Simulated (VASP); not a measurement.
Write the native input for VASP 6.6.1 that does the following.

```
Task                   : single point
Functional             : PBE
Potentials or basis    : VASP PAW PBE potentials, release 64 (Hg)
Cutoff                 : 520 eV
k mesh                 : 7 × 7 × 7
Occupations            : fermi-dirac, width 0.05 eV
Spin                   : no spin polarisation
Dipole correction      : no
Further INCAR settings : ALGO = Fast; EDIFF = 1e-06; NBANDS = 25
```

The structure of Hg lies in POSCAR:

```
Hg
1.0
    4.4786411270      0.0000000000      0.0000000000
   -2.2393205635      3.8786169904      0.0000000000
    0.0000000000      0.0000000000      3.8176962911
Hg
3
Direct
    0.6666666667      0.3333333333      0.5000000000
    0.0000000000      0.0000000000      0.0000000000
    0.3333333333      0.6666666667      0.5000000000
```

These files were run (other wordings do the same):

INCAR

```
SYSTEM = Hg
PREC = Accurate
ENCUT = 520
EDIFF = 1E-6
ISMEAR = -1
SIGMA = 0.05
LREAL = .FALSE.
LASPH = .TRUE.
NELM = 100
ALGO = Fast
ISIF = 2
LWAVE = .FALSE.
LCHARG = .TRUE.
GGA = PE
LELF = .TRUE.
LVHAR = .TRUE.
NBANDS = 25
```

KPOINTS

```
Automatic mesh
0
G
  7 7 7
  0 0 0
```

Potentials or basis: VASP PAW PBE potentials, release 64 (Hg).

Run with:

```sh
$ cat potpaw_PBE.64/Hg/POTCAR > POTCAR
$ mpirun -np 1 vasp_std > vasp.out
```

Results of the run:

* Pressure: 17.8 GPa
* Band gap on the k mesh: zero (bands 18 and 19 overlap by 5.50 eV)

Caveat: the cell stands under pressure; spin-orbit coupling is left out, which moves the levels of the heavy elements.

Run time: 25 s on 1 thread of Intel(R) Xeon(R) 6975P-C (Granite Rapids), on a shared host, peak memory 0.2 GiB.
